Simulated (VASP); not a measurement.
Input of a VASP 6.6.1 run:

INCAR

```
SYSTEM = WS2
  PREC = Accurate
  ENCUT = 520
  EDIFF = 1E-6
  ISMEAR = 0
  SIGMA = 0.02
  LREAL = .FALSE.
  LASPH = .TRUE.
  NELM = 100
  ALGO = Normal
  ISIF = 2
  LWAVE = .FALSE.
  LCHARG = .FALSE.
  GGA = PS
  NBANDS = 20
  ISYM = 0
```

File KPOINTS:

```
regular mesh
0
G
  9 9 5
  0 0 0
```

File POSCAR:

```
WS2
1.0
    3.2720590910      0.0000000000      0.0000000000
   -1.6360295455      2.8336862955      0.0000000000
    1.6360295455      0.9445620985      6.0808222703
W S
1 2
Direct
    0.3320569721      0.6660284860      1.0019145419
    0.5014169608      0.2507084804      0.2478745588
    0.8293260672      0.4146630336      0.7560108993
```

Potentials or basis: VASP PAW PBE potentials, release 64 (W_sv, S).

Command:

```console
$ cat potpaw_PBE.64/W_sv/POTCAR potpaw_PBE.64/S/POTCAR > POTCAR
$ mpirun -np 1 vasp_std > vasp.out
```

Q: Predict the band gap on the k mesh.

A: 0.30 eV, indirect (least direct gap 1.38 eV).

Q: Predict the pressure.

A: -3.9 GPa.

Q: Estimate the largest force.

A: 0.582 eV/Å.

Stress tensor (GPa, compression positive):
```
-8.41  0.00  0.00
 0.00 -8.41  0.00
 0.00  0.00  5.15
```

Caveat: the PAW data sets were made with another functional, which shifts forces and pressure a little; spin-orbit coupling is left out, which moves the levels of the heavy elements; this functional lacks dispersion, which binds the layers, so the pressure and a relaxed spacing across them are unreliable. A k mesh can miss the band edges.
